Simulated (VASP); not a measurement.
# Te2Mo (R-3m) in VASP: single point with LDA+U

Aim: the single point of Te2Mo with LDA+U.

Program: VASP 6.6.1. These are calculated values, not measurements. Logs are shortened: lines on timing, memory, paths and dates and some standing lists are left out, and cuts for length are marked.

## Step 1: The cell of the first run

It takes space group R-3m (No. 166, trigonal). Conventional cell: a = 4.143 Å, b = 4.143 Å, c = 18.790 Å, α = 90.00°, β = 90.00°, γ = 120.00°. Within 3.7 Å of Mo (site symmetry -3m) lie 6 Te at 2.84 Å. Te (site symmetry 3m) has 3 Mo at 2.84 Å within 3.7 Å.

## Step 2: Single point, LDA+U, collinear spin, ferrimagnetic start

Input file INCAR:

```
SYSTEM = Te2Mo
PREC = Accurate ; ENCUT = 520
EDIFF = 1E-6 ; ISMEAR = 0
SIGMA = 0.05 ; LREAL = .False.
LASPH = .True. ; NELM = 150
ALGO = Normal ; ISIF = 2
LWAVE = .False. ; LCHARG = .True.
ISPIN = 2 ; MAGMOM = 2.61 -0.17 -0.17
LORBIT = 11 ; LMAXMIX = 4
LDAU = .True. ; LDAUTYPE = 2
LDAUL = 2 -1 ; LDAUU = 3 0
LDAUJ = 0 0 ; LDAUPRINT = 1
LELF = .True. ; LVHAR = .True.
NBANDS = 24
```

Input file KPOINTS:

```
Automatic mesh
0
Gamma
  5 5 5
  0 0 0
```

Input file POSCAR:

```
Te2Mo
1.0
    2.0716729200      1.1960809200      6.2634474900
   -2.0716729200      1.1960809200      6.2634474900
    0.0000000000     -2.3921618400      6.2634474900
Mo Te
1 2
Direct
    0.0000000000      0.0000000000      0.0000000000
    0.2520000000      0.2520000000      0.2520000000
    0.7480000000      0.7480000000      0.7480000000
```

Potentials or basis: VASP PAW LDA potentials, release 64 (Mo_sv, Te).

Run with:

```sh
cat potpaw_LDA.64/Mo_sv/POTCAR potpaw_LDA.64/Te/POTCAR > POTCAR
mpirun -np 1 vasp_std > vasp.out
```

OUTCAR:

```text
SYSTEM = Te2Mo
   PREC = Accurate
   ENCUT = 520
   EDIFF = 1E-6
   ISMEAR = 0
   LREAL = .False.
   LASPH = .True.
   NELM = 150
   ISIF = 2
   ISPIN = 2
   LORBIT = 11

 ion  position               nearest neighbor table
   1  0.000  0.000  0.000-   3 2.84   3 2.84   2 2.84   2 2.84   3 2.84   2 2.84
   2  0.252  0.252  0.252-   1 2.84   1 2.84   1 2.84
   3  0.748  0.748  0.748-   1 2.84   1 2.84   1 2.84

  LATTYP: Found a trigonal (rhomboedric) cell.
 ALAT       =     6.7047157072
 COS(alpha) =     0.8090535275

  Lattice vectors:

 A1 = (   2.0716729200,   1.1960809200,   6.2634474900)
 A2 = (  -2.0716729200,   1.1960809200,   6.2634474900)
 A3 = (   0.0000000000,  -2.3921618400,   6.2634474900)

Analysis of symmetry for initial positions (statically):
=====================================================================
 Subroutine PRICEL returns:
 Original cell was already a primitive cell.

 Routine SETGRP: Setting up the symmetry group for a
 trigonal (rhombohedral) supercell.

 Subroutine GETGRP returns: Found 12 space group operations
 (whereof 12 operations were pure point group operations)
 out of a pool of 12 trial point group operations.

The static configuration has the point symmetry D_3d.

Analysis of symmetry for dynamics (positions and initial velocities):
=====================================================================
 Subroutine PRICEL returns:
 Original cell was already a primitive cell.

 Routine SETGRP: Setting up the symmetry group for a
 trigonal (rhombohedral) supercell.

 Subroutine GETGRP returns: Found 12 space group operations
 (whereof 12 operations were pure point group operations)
 out of a pool of 12 trial point group operations.

The dynamic configuration has the point symmetry D_3d.

Analysis of structural, dynamic, and magnetic symmetry:
=====================================================================
 Subroutine PRICEL returns:
 Original cell was already a primitive cell.

 Routine SETGRP: Setting up the symmetry group for a
[... 172 lines left out ...]
  o =  0.4236  v = -0.5680  0.0000 -0.0000 -0.8231 -0.0000  0.0000  0.0000  0.0000  0.0000  0.0000      0.0000  0.0000  0.0000  0.0000  0.0000  0.0000  0.0000  0.0000  0.0000  0.0000
  o =  0.4236  v =  0.0000 -0.8231  0.0000  0.0000 -0.5680  0.0000  0.0000  0.0000  0.0000  0.0000      0.0000  0.0000  0.0000  0.0000  0.0000  0.0000  0.0000  0.0000  0.0000  0.0000
  o =  0.7469  v = -0.8231  0.0000  0.0000  0.5680  0.0000  0.0000  0.0000  0.0000  0.0000  0.0000      0.0000  0.0000  0.0000  0.0000  0.0000  0.0000  0.0000  0.0000  0.0000  0.0000
  o =  0.7469  v =  0.0000 -0.5680 -0.0000  0.0000  0.8231  0.0000  0.0000  0.0000  0.0000  0.0000      0.0000  0.0000  0.0000  0.0000  0.0000  0.0000  0.0000  0.0000  0.0000  0.0000
  o =  0.7836  v =  0.0000  0.0000 -1.0000  0.0000 -0.0000  0.0000  0.0000  0.0000  0.0000  0.0000      0.0000  0.0000  0.0000  0.0000  0.0000  0.0000  0.0000  0.0000  0.0000  0.0000

 number of electron      26.0000002 magnetization       2.4078012

 Free energy of the ion-electron system (eV)
  ---------------------------------------------------
  ext. energy  EPLUGINS =         0.00000000
  ---------------------------------------------------
  free energy    TOTEN  =       -15.99374658 eV

  energy without entropy =      -15.99178036  energy(sigma->0) =      -15.99276347

 E-fermi :   5.3231     XC(G=0):  -9.6193

 val. band max:        5.2814544523   @ k =   0.4000   0.2000   0.2000
 cond. band min:       5.3484186908   @ k =  -0.4000   0.4000   0.4000
 fundamental gap:      0.0669642385
 Fermi energy:         5.3230819700

 spin component 1

 k-point     1 :       0.0000    0.0000    0.0000
  band No.  band energies     occupation
      1     -55.8283      1.00000
      2     -30.1383      1.00000
      3     -30.1362      1.00000
      4     -30.1362      1.00000
      5      -6.4657      1.00000
      6      -4.8227      1.00000
[... 502 lines left out ...]
     23      13.4481      0.00000
     24      14.1799      0.00000
 Fermi energy:         5.3230819700

 spin component 2

 k-point     1 :       0.0000    0.0000    0.0000
  band No.  band energies     occupation
      1     -54.3992      1.00000
      2     -28.6195      1.00000
      3     -28.6195      1.00000
      4     -28.5896      1.00000
      5      -6.4444      1.00000
      6      -4.8790      1.00000
[... 502 lines left out ...]
     23      13.8503      0.00000
     24      14.5305      0.00000

------------------------ aborting loop because EDIFF is reached ----------------------------------------

  FORCE on cell =-STRESS in cart. coord.  units (eV):
  Direction    XX          YY          ZZ          XY          YZ          ZX
  --------------------------------------------------------------------------------------
  -------------------------------------------------------------------------------------
  Total       -3.8209761     -3.8209762     -1.5411855      0.0000000      0.0000000      0.0000000
  in kB      -65.7413268    -65.7413271    -26.5166740      0.0000000      0.0000000      0.0000000
  external PRESSURE =     -52.6664426 kB  Pullay stress =       0.0000000 kB

 VOLUME and BASIS-vectors are now :
 -----------------------------------------------------------------------------
  energy-cutoff  :      520.00
  volume of cell :       93.12
      direct lattice vectors                 reciprocal lattice vectors
     2.071672920  1.196080920  6.263447490     0.241350840  0.139343972  0.053218828
    -2.071672920  1.196080920  6.263447490    -0.241350840  0.139343972  0.053218828
     0.000000000 -2.392161840  6.263447490     0.000000000 -0.278687945  0.053218828

 POSITION                                       TOTAL-FORCE (eV/Angst)
 -----------------------------------------------------------------------------------
      0.00000      0.00000      0.00000        -0.000000      0.000000      0.000000
      0.00000      0.00000      4.73517         0.000000      0.000000      0.355466
      0.00000      0.00000     14.05518         0.000000     -0.000000     -0.355466
 -----------------------------------------------------------------------------------
    total drift:                               -0.000000     -0.000000     -0.000000

  FREE ENERGIE OF THE ION-ELECTRON SYSTEM (eV)
  ---------------------------------------------------
  free  energy   TOTEN  =       -15.9937465777 eV

  energy  without entropy=      -15.9917803610  energy(sigma->0) =      -15.99276347

 total charge

# of ion       s       p       d       tot
------------------------------------------
    1        2.267   6.108   3.801  12.176
    2        1.384   1.962   0.035   3.381
    3        1.384   1.962   0.035   3.381
--------------------------------------------------
tot          5.035  10.031   3.871  18.937

 magnetization (x)

# of ion       s       p       d       tot
------------------------------------------
    1        0.046   0.016   2.390   2.453
    2       -0.002  -0.135   0.009  -0.128
    3       -0.002  -0.135   0.009  -0.128
--------------------------------------------------
tot          0.042  -0.254   2.409   2.197
```

OSZICAR:

```text
N       E                     dE             d eps       ncg     rms          rms(c)
DAV:   1     0.145064867171E+03    0.14506E+03   -0.11437E+04  2000   0.925E+02
DAV:   2    -0.101629057622E+02   -0.15523E+03   -0.14977E+03  2240   0.232E+02
DAV:   3    -0.161009659072E+02   -0.59381E+01   -0.58621E+01  2240   0.399E+01
DAV:   4    -0.161955328794E+02   -0.94567E-01   -0.94457E-01  2368   0.526E+00
DAV:   5    -0.161963315268E+02   -0.79865E-03   -0.79855E-03  2344   0.469E-01    0.125E+01
DAV:   6    -0.165359633231E+02   -0.33963E+00   -0.12284E+01  1920   0.150E+01    0.947E+00
DAV:   7    -0.159847264206E+02    0.55124E+00   -0.26069E+00  1848   0.889E+00    0.363E+00
DAV:   8    -0.159932663306E+02   -0.85399E-02   -0.17669E-01  2216   0.178E+00    0.216E+00
DAV:   9    -0.159932052052E+02    0.61125E-04   -0.18765E-02  2184   0.677E-01    0.742E-01
DAV:  10    -0.159935778346E+02   -0.37263E-03   -0.37549E-03  2088   0.284E-01    0.408E-01
DAV:  11    -0.159936124342E+02   -0.34600E-04   -0.10583E-03  2224   0.128E-01    0.217E-01
DAV:  12    -0.159937293488E+02   -0.11691E-03   -0.40160E-04  2176   0.769E-02    0.527E-02
DAV:  13    -0.159937422464E+02   -0.12898E-04   -0.36449E-05  2232   0.245E-02    0.292E-02
DAV:  14    -0.159937440477E+02   -0.18014E-05   -0.12552E-06  1520   0.690E-03    0.199E-02
DAV:  15    -0.159937463445E+02   -0.22967E-05   -0.20279E-06  1768   0.730E-03    0.599E-03
DAV:  16    -0.159937465777E+02   -0.23326E-06   -0.63055E-07  1152   0.418E-03
   1 F= -.15993747E+02 E0= -.15992763E+02  d E =-.196622E-02  mag=     2.4078
```

It took 2.9 min on 1 thread of Intel Xeon Platinum 8488C (Sapphire Rapids), shared host; peak memory 0.33 GiB.

Results:

```
Free energy                                           : -15.9937 eV
Pressure                                              : -5.3 GPa
Largest force                                         : 0.355 eV/Å
Net moment                                            : 2.41 μB per cell
Site moments                                          : Mo +2.45; Te -0.13 μB
Valence electrons inside the program's atomic spheres : Mo 12.18; Te 3.38
```

Forces on the atoms (eV/Å):
```
Mo   0.000  0.000  0.000
Te   0.000  0.000  0.355
Te   0.000  0.000 -0.355
```

Levels at points of the mesh, in eV from the Fermi level:
Spin up:
```tsv
k point	band 11	band 12	band 13	band 14	band 15	band 16	band 17	band 18
(0.00, 0.00, 0.00)	-1.49	-0.77	0.35	0.35	0.96	3.03	3.03	4.09
```
Spin down:
| k point | band 8 | band 9 | band 10 | band 11 | band 12 | band 13 | band 14 | band 15 | band 16 | band 17 |
| --- | --- | --- | --- | --- | --- | --- | --- | --- | --- | --- |
| (0.00, 0.00, 0.00) | -2.31 | -2.31 | 0.33 | 0.33 | 0.93 | 1.29 | 1.29 | 2.09 | 3.84 | 3.84 |

Eigenvalues of the final occupation matrices:
```tsv
site	spin	trace	eigenvalues
site 1 d	1	3.12	0.42 0.42 0.75 0.75 0.78
site 1 d	2	0.72	0.06 0.06 0.06 0.27 0.27
```

Caveat: spin-orbit coupling is left out, which moves the levels of the heavy elements; the U is typed as a test and isn't derived for this compound.
